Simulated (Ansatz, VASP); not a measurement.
**Two plane-wave programs on Te2Mo**

The input INCAR:

```
  ALGO = Normal
  EDIFF = 1E-6
  ENCUT = 520
  GGA = PE
  ISIF = 2
  ISMEAR = 0
  LASPH = T
  LCHARG = F
  LREAL = F
  LWAVE = F
  NBANDS = 20
  NELM = 80
  PREC = Accurate
  SIGMA = 0.05
```

Contents of KPOINTS:

```
k-points
0
Gamma
  12 12 2
```

File POSCAR:

```
Te2Mo
1.0
    3.6609795610      0.0000000000      0.0000000000
   -1.8304897805      3.1705013026      0.0000000000
    0.0000000000      0.0000000000     19.1615670225
Te Mo
2 1
Direct
    0.3333333333      0.6666666667      0.8967969900
    0.3333333333      0.6666666667      0.1032030100
    0.0000000000      0.0000000000      0.0000000000
```

Input for Ansatz:

```yaml
crystal:
  lattice:
    - [3.660979561, 0.0, 0.0]
    - [-1.8304897805, 3.1705013026, 0.0]
    - [0.0, 0.0, 19.1615670225]
  atoms:
    - { symbol: Te, position: [0.3333333333, 0.6666666667, 0.89679699] }
    - { symbol: Te, position: [0.3333333333, 0.6666666667, 0.10320301] }
    - { symbol: Mo, position: [0.0, 0.0, 0.0] }
basis:
  ecutwfc: 420
kpoints:
  mp_grid: { grid: [12, 12, 2] }
hamiltonian:
  xc: pbe
  pseudopotentials: { kind: paw, azcp: { folder: soft_1 } }
scf:
  occupations: { method: gaussian, width: 0.05 }
output:
  forces: true
  stress: true
  eigenvalues: true
```

Alike in both runs: task single point; functional PBE; k mesh 12 × 12 × 2; occupations gaussian, width 0.05 eV; no spin polarisation.

|  | VASP | Ansatz |
| --- | --- | --- |
| version | VASP 6.6.1 | Ansatz 0.2.0 |
| potentials or method | VASP PAW PBE potentials, release 64 (Te, Mo_sv), cutoff 520 eV | scalar-relativistic, plane waves, PAW |
| valence electrons in the cell | 26 | 46 |

Ansatz gave:

```
gap on the k mesh at the Fermi level (eV) : 0.90
least direct gap on the mesh (eV)         : 1.01
rms of the force components (eV/Å)        : 0.967
```

Problem. Which values does VASP return?

Solution. gap on the k mesh at the Fermi level (eV): 0.90; least direct gap on the mesh (eV): 1.01; rms of the force components (eV/Å): 0.964.

Atom by atom the forces differ by 0.003 eV/Å (rms over components). The functional is the same, so the differences come from potentials, cutoffs and numerics. VASP's potentials hold 26 valence electrons a cell and Ansatz's 46, so a difference there can come from the potentials and not from the codes.

Spin-orbit coupling is off throughout.
